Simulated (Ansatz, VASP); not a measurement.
# SiO2 in VASP and in Ansatz

```
Si O
1.0
     3.89720    0.00000    0.00000
     0.00000    3.89720    0.00000
     0.00000    0.00000    2.54318
Si O
2 4
Cartesian
  0.0000 0.0000 0.0000
  1.9486 1.9486 1.2716
  1.1731 1.1731 0.0000
  2.7241 2.7241 0.0000
  3.1217 0.7755 1.2716
  0.7755 3.1217 1.2716
```

Change from the starting cell: volume scaled by 0.8, LAPW.

Alike in both runs: task single point; functional PBE; k mesh 7 × 7 × 10; occupations fermi-dirac, width 0.1 eV; no spin polarisation.

|  | VASP | Ansatz |
| --- | --- | --- |
| version | VASP 6.6.1 | Ansatz 0.2.0 |
| potentials or method | VASP PAW PBE potentials, release 64 (Si, O), cutoff 520 eV | all-electron LAPW, scalar-relativistic |

|  | VASP | Ansatz | Ansatz less VASP |
| --- | --- | --- | --- |
| gap on the k mesh at the Fermi level (eV) | 6.98 | 7.01 | +0.024 |
| pressure (GPa) | 100.4 | 99.5 | -0.91 |
| traceless stress, the component that is largest in VASP (GPa) | 0.48 | 0.03 | -0.447 |
| rms of the force components (eV/Å) | 0.004 | 0.004 | +0.0001 |

Atom by atom the forces differ by 0.008 eV/Å (rms over components). Both programs put the cell under a high pressure, so it lies far from rest at this level. Ansatz ran all-electron here, and VASP with PAW potentials.

Noted on VASP's run: the cell as given lies far from equilibrium.
